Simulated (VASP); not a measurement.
# Sn (R-3m) in VASP: single point with r2SCAN

Aim: the single point of Sn with r2SCAN.

Program: VASP 6.6.1. These are calculated values, not measurements. Logs are shortened: lines on timing, memory, paths and dates and some standing lists are left out, and cuts for length are marked.

**1. The cell of the first run**

It takes space group R-3m (No. 166, trigonal). The conventional cell has a = 3.511 Å, b = 3.511 Å, c = 16.309 Å, α = 90.00°, β = 90.00°, γ = 120.00°. Sn (site symmetry 3m) has 10 Sn at 3.08 to 3.51 Å within 4.1 Å.

**2. Single point, r2SCAN**

Input file POSCAR:

```
Sn
1.0
    1.7555261068      1.0135534703      5.4363927556
   -1.7555261068      1.0135534703      5.4363927556
    0.0000000000     -2.0271069406      5.4363927556
Sn
2
Direct
    0.0943855199      0.0943855199      0.0943855199
    0.9056144801      0.9056144801      0.9056144801
```

Input file INCAR.step1:

```
SYSTEM = Sn
  PREC = Accurate
  ENCUT = 520
  ISMEAR = 0
  SIGMA = 0.1
  LREAL = .FALSE.
  LASPH = .TRUE.
  NELM = 100
  NBANDS = 21
  GGA = PE
  ALGO = Normal
  EDIFF = 1E-4
  LWAVE = .TRUE.
  LCHARG = .FALSE.
```

Input file INCAR.step2:

```
SYSTEM = Sn
  PREC = Accurate
  ENCUT = 520
  EDIFF = 1E-6
  ISMEAR = 0
  SIGMA = 0.1
  LREAL = .FALSE.
  LASPH = .TRUE.
  NELM = 100
  ALGO = Normal
  ISIF = 2
  LWAVE = .FALSE.
  LCHARG = .FALSE.
  METAGGA = R2SCAN
  LMIXTAU = .TRUE.
  NBANDS = 21
  ISTART = 1
```

Input file KPOINTS:

```
regular mesh
0
G
  6 6 6
  0 0 0
```

Potentials or basis: VASP PAW PBE potentials, release 64 (Sn_d).

Started as:

```bash
> cat potpaw_PBE.64/Sn_d/POTCAR > POTCAR
> cp INCAR.step1 INCAR
> mpirun -np 1 vasp_std > vasp.out
> cp INCAR.step2 INCAR
> mpirun -np 1 vasp_std > vasp.out
```

OUTCAR:

```text
SYSTEM = Sn
   PREC = Accurate
   ENCUT = 520
   EDIFF = 1E-6
   ISMEAR = 0
   LREAL = .FALSE.
   LASPH = .TRUE.
   NELM = 100
   ISIF = 2
   METAGGA = R2SCAN
   ISTART = 1

 ion  position               nearest neighbor table
   1  0.094  0.094  0.094-   2 3.08   2 3.11   2 3.11   2 3.11
   2  0.906  0.906  0.906-   1 3.08   1 3.11   1 3.11   1 3.11

  LATTYP: Found a trigonal (rhomboedric) cell.
 ALAT       =     5.8020279853
 COS(alpha) =     0.8169014345

  Lattice vectors:

 A1 = (   1.7555261068,   1.0135534703,   5.4363927556)
 A2 = (  -1.7555261068,   1.0135534703,   5.4363927556)
 A3 = (   0.0000000000,  -2.0271069406,   5.4363927556)

Analysis of symmetry for initial positions (statically):
=====================================================================
 Subroutine PRICEL returns:
 Original cell was already a primitive cell.

 Routine SETGRP: Setting up the symmetry group for a
 trigonal (rhombohedral) supercell.

 Subroutine GETGRP returns: Found 12 space group operations
 (whereof 12 operations were pure point group operations)
 out of a pool of 12 trial point group operations.

The static configuration has the point symmetry D_3d.

Analysis of symmetry for dynamics (positions and initial velocities):
=====================================================================
 Subroutine PRICEL returns:
 Original cell was already a primitive cell.

 Routine SETGRP: Setting up the symmetry group for a
 trigonal (rhombohedral) supercell.

 Subroutine GETGRP returns: Found 12 space group operations
 (whereof 12 operations were pure point group operations)
 out of a pool of 12 trial point group operations.

The dynamic configuration has the point symmetry D_3d.

 Subroutine INISYM returns: Found 12 space group operations
 (whereof 12 operations are pure point group operations),
 and found     1 'primitive' translations

----------------------------------------------------------------------------------------

                                     Primitive cell

  volume of cell :      58.0385

  direct lattice vectors                    reciprocal lattice vectors
     1.755526107  1.013553470  5.436392756     0.284814904  0.164437962  0.061315168
    -1.755526107  1.013553470  5.436392756    -0.284814904  0.164437962  0.061315168
     0.000000000 -2.027106941  5.436392756     0.000000000 -0.328875923  0.061315168

  length of vectors
     5.802027985  5.802027985  5.802027985     0.334542856  0.334542856  0.334542856

  position of ions in fractional coordinates (direct lattice)
     0.094385520  0.094385520  0.094385520
     0.905614480  0.905614480  0.905614480

  ion indices of the primitive-cell ions
   primitive index   ion index
                 1           1
                 2           2

----------------------------------------------------------------------------------------

 KPOINTS: regular mesh

Automatic generation of k-mesh.
 Grid dimensions read from file:
 generate k-points for:    6    6    6

 Generating k-lattice:

  Cartesian coordinates                     Fractional coordinates (reciprocal lattice)
     0.047469151  0.027406327  0.010219195     0.166666667 -0.000000000 -0.000000000
    -0.047469151  0.027406327  0.010219195    -0.000000000  0.166666667 -0.000000000
     0.000000000 -0.054812654  0.010219195    -0.000000000 -0.000000000  0.166666667

  Length of vectors
     0.055757143  0.055757143  0.055757143

  Shift w.r.t. Gamma in fractional coordinates (k-lattice)
     0.000000000  0.000000000  0.000000000

 Subroutine IBZKPT returns following result:
 ===========================================

 Found     32 irreducible k-points:

 Following reciprocal coordinates:
            Coordinates               Weight
  0.000000  0.000000  0.000000      1.000000
  0.166667  0.000000  0.000000      6.000000
  0.333333 -0.000000  0.000000      6.000000
  0.500000  0.000000  0.000000      3.000000
  0.166667  0.166667  0.000000      6.000000
  0.333333  0.166667  0.000000     12.000000
[... 16 lines left out ...]
  0.500000  0.500000  0.166667      6.000000
 -0.333333  0.500000  0.166667     12.000000
 [... further k-points ...]
   k-points           NKPTS =     32   k-points in BZ     NKDIM =     32   number of bands    NBANDS=     21
   number of dos      NEDOS =    301   number of ions     NIONS =      2
   total plane-waves  NPLWV = 110592
   dimension x,y,z NGX =    48 NGY =   48 NGZ =   48
   dimension x,y,z NGXF=    96 NGYF=   96 NGZF=   96
   ions per type =               2
   NGX,Y,Z   is equivalent  to a cutoff of  13.75, 13.75, 13.75 a.u.
   NGXF,Y,Z  is equivalent  to a cutoff of  27.51, 27.51, 27.51 a.u.
 SYSTEM =  Sn
   PREC   = accura    normal or accurate (medium, high low for compatibility)
   ISTART =      1    job   : 0-new  1-cont  2-samecut
   ICHARG =      0    charge: 1-file 2-atom 10-const
   ISPIN  =      1    spin polarized calculation?
   LNONCOLLINEAR =      F non collinear calculations
   LSORBIT =      F    spin-orbit coupling
   LASPH  =      T    aspherical Exc in radial PAW
   ENCUT  =  520.0 eV  38.22 Ry    6.18 a.u.  10.79 10.79 10.79*2*pi/ulx,y,z
   NELM   =    100;   NELMIN=  2; NELMDL=  0     # of ELM steps
   EDIFF  = 0.1E-05   stopping-criterion for ELM
   LREAL  =      F    real-space projection
   EDIFFG = 0.1E-04   stopping-criterion for IOM
   NSW    =      0    number of steps for IOM
   IBRION =     -1    ionic relax: 0-MD 1-quasi-New 2-CG
   NFREE  =      0    steps in history (QN), initial steepest desc. (CG)
   ISIF   =      2    stress and relaxation
   ISYM   =      2    0-nonsym 1-usesym 2-fastsym
   POTIM  = 0.5000    time-step for ionic-motion
   TEBEG  =    0.0;   TEEND  =   0.0 temperature during run
   PSTRESS=    0.0 pullay stress
   NELECT =      28.0000    total number of electrons
   NUPDOWN=      -1.0000    fix difference up-down
   EMIN   =  10.00;   EMAX   =-10.00  energy-range for DOS
   EFERMI =   0.00;   METHOD = LEGACY
   ISMEAR =     0;   SIGMA  =   0.10  broadening in eV -4-tet -1-fermi 0-gaus
   EFERMI_NEDOS =   21; number of points for ismear=-14 and -15
   IALGO  =     38    algorithm
   IMIX   =      4    mixing-type and parameters
     AMIX     =   0.40;   BMIX     =  1.00
     AMIX_MAG =   1.60;   BMIX_MAG =  1.00
  volume/ion in A,a.u.               =      29.02       195.83
  Fermi-wavevector in a.u.,A,eV,Ry     =   1.283972  2.426355 22.430343  1.648584
  Thomas-Fermi vector in A             =   2.416193
   LORBIT       =      0    0 simple, 1 ext, 2 COOP (PROOUT), +10 PAW based schemes
   METAGGA = R2SCAN    functional components
   LHFCALC =     F    Hartree Fock is set to
   AEXX    =    0.0000 exact exchange contribution
   IVDW    =     0    specifies the selected vdW correction
   LEPSILON=     F    determine dielectric tensor
   LRPA    =     F    only Hartree local field effects (RPA)
 non-spin polarized calculation
 Gauss-broadening in eV      SIGMA  =   0.10
  energy-cutoff  :      520.00
  volume of cell :       58.04
 maximum number of plane-waves:      1580
 NGX is ok and might be reduce to    48
   NGX = 21   NGY = 21   NGZ = 21

 number of electron      28.0000002 magnetization

 Free energy of the ion-electron system (eV)
  ---------------------------------------------------
  ext. energy  EPLUGINS =         0.00000000
  ---------------------------------------------------
  free energy    TOTEN  =       -48.88967630 eV

  energy without entropy =      -48.88563200  energy(sigma->0) =      -48.88765415

 E-fermi :   7.4139     XC(G=0): -10.8086

 val. band max:        7.3952172458   @ k =   0.5000   0.5000   0.1667
 cond. band min:       7.4271712421   @ k =  -0.1667   0.1667   0.1667
 fundamental gap:      0.0319539962
 Fermi energy:         7.4139341907

 k-point     1 :       0.0000    0.0000    0.0000
  band No.  band energies     occupation
      1     -15.0046      2.00000
      2     -14.9872      2.00000
      3     -14.9872      2.00000
      4     -14.9631      2.00000
      5     -14.9631      2.00000
      6     -14.9057      2.00000
[... 13 lines left out ...]
     20      17.9147      0.00000
     21      18.3362      0.00000

 k-point     2 :       0.1667    0.0000    0.0000
  band No.  band energies     occupation
      1     -15.0058      2.00000
      2     -15.0011      2.00000
      3     -14.9746      2.00000
      4     -14.9691      2.00000
      5     -14.9375      2.00000
      6     -14.8909      2.00000
[... 13 lines left out ...]
     20      17.2131      0.00000
     21      18.9184      0.00000

 k-point     3 :       0.3333   -0.0000    0.0000
  band No.  band energies     occupation
      1     -15.0264      2.00000
      2     -15.0028      2.00000
      3     -14.9896      2.00000
      4     -14.9651      2.00000
      5     -14.9257      2.00000
      6     -14.8834      2.00000
[... 13 lines left out ...]
     20      15.2809      0.00000
     21      18.1422      0.00000

 k-point     4 :       0.5000    0.0000    0.0000
  band No.  band energies     occupation
      1     -15.0405      2.00000
      2     -15.0034      2.00000
      3     -14.9993      2.00000
      4     -14.9661      2.00000
      5     -14.9399      2.00000
      6     -14.8445      2.00000
[... 13 lines left out ...]
     20      14.6990      0.00000
     21      18.2346      0.00000

 k-point     5 :       0.1667    0.1667    0.0000
  band No.  band energies     occupation
      1     -15.0281      2.00000
      2     -14.9874      2.00000
      3     -14.9819      2.00000
      4     -14.9626      2.00000
      5     -14.9344      2.00000
      6     -14.8795      2.00000
[... 13 lines left out ...]
     20      17.2460      0.00000
     21      19.2085      0.00000
[... 382 lines left out ...]
     20      16.2177      0.00000
     21      16.8008      0.00000

 k-point    22 :      -0.1667    0.3333    0.1667
  band No.  band energies     occupation
      1     -15.0460      2.00000
      2     -15.0182      2.00000
      3     -14.9617      2.00000
      4     -14.9555      2.00000
      5     -14.9013      2.00000
      6     -14.8682      2.00000
[... 13 lines left out ...]
     20      16.1307      0.00000
     21      17.6304      0.00000

 k-point    23 :       0.5000    0.5000    0.1667
  band No.  band energies     occupation
      1     -15.0818      2.00000
      2     -15.0149      2.00000
      3     -14.9853      2.00000
      4     -14.9272      2.00000
      5     -14.9077      2.00000
      6     -14.8814      2.00000
[... 13 lines left out ...]
     20      15.4536      0.00000
     21      17.7250      0.00000

 k-point    24 :      -0.3333    0.5000    0.1667
  band No.  band energies     occupation
      1     -15.0671      2.00000
      2     -15.0261      2.00000
      3     -14.9687      2.00000
      4     -14.9209      2.00000
      5     -14.9081      2.00000
      6     -14.8928      2.00000
[... 13 lines left out ...]
     20      15.1946      0.00000
     21      15.9482      0.00000

 [... further k-points ...]
[... 5 lines left out ...]
  --------------------------------------------------------------------------------------
  -------------------------------------------------------------------------------------
  Total       -0.0232064     -0.0232064      0.0683312      0.0000000      0.0000000     -0.0000000
  in kB       -0.6406237     -0.6406237      1.8863133      0.0000000      0.0000000     -0.0000000
  external PRESSURE =       0.2016886 kB  Pullay stress =       0.0000000 kB

 VOLUME and BASIS-vectors are now :
 -----------------------------------------------------------------------------
  energy-cutoff  :      520.00
  volume of cell :       58.04
      direct lattice vectors                 reciprocal lattice vectors
     1.755526107  1.013553470  5.436392756     0.284814904  0.164437962  0.061315168
    -1.755526107  1.013553470  5.436392756    -0.284814904  0.164437962  0.061315168
     0.000000000 -2.027106941  5.436392756     0.000000000 -0.328875923  0.061315168

 POSITION                                       TOTAL-FORCE (eV/Angst)
 -----------------------------------------------------------------------------------
      0.00000      0.00000      1.53935         0.000000      0.000000      0.008775
      0.00000      0.00000     14.76983         0.000000      0.000000     -0.008775
 -----------------------------------------------------------------------------------
    total drift:                               -0.000000     -0.000000     -0.000000

  FREE ENERGIE OF THE ION-ELECTRON SYSTEM (eV)
  ---------------------------------------------------
  free  energy   TOTEN  =       -48.8896762999 eV

  energy  without entropy=      -48.8856320014  energy(sigma->0) =      -48.88765415
```

Run time: 4.4 min. Hardware: 1 thread of Intel Xeon Platinum 8259CL at 2.50GHz (Skylake/Cascade Lake), shared host; peak memory 0.35 GiB.

Results:

```
Free energy            : -48.8897 eV
Pressure               : 0.0 GPa
Largest force          : 0.009 eV/Å
Band gap on the k mesh : zero (band 14 reaches 12.84 eV, above the bottom of band 15 at 6.02 eV)
```

Forces on the atoms (eV/Å):
```
Sn   0.000  0.000  0.009
Sn   0.000  0.000 -0.009
```

Stress tensor (GPa, compression positive):
```
-0.06  0.00  0.00
 0.00 -0.06  0.00
 0.00  0.00  0.19
```

Caveat: the PAW data sets were made with another functional, which shifts forces and pressure a little; spin-orbit coupling is left out, which moves the levels of the heavy elements.
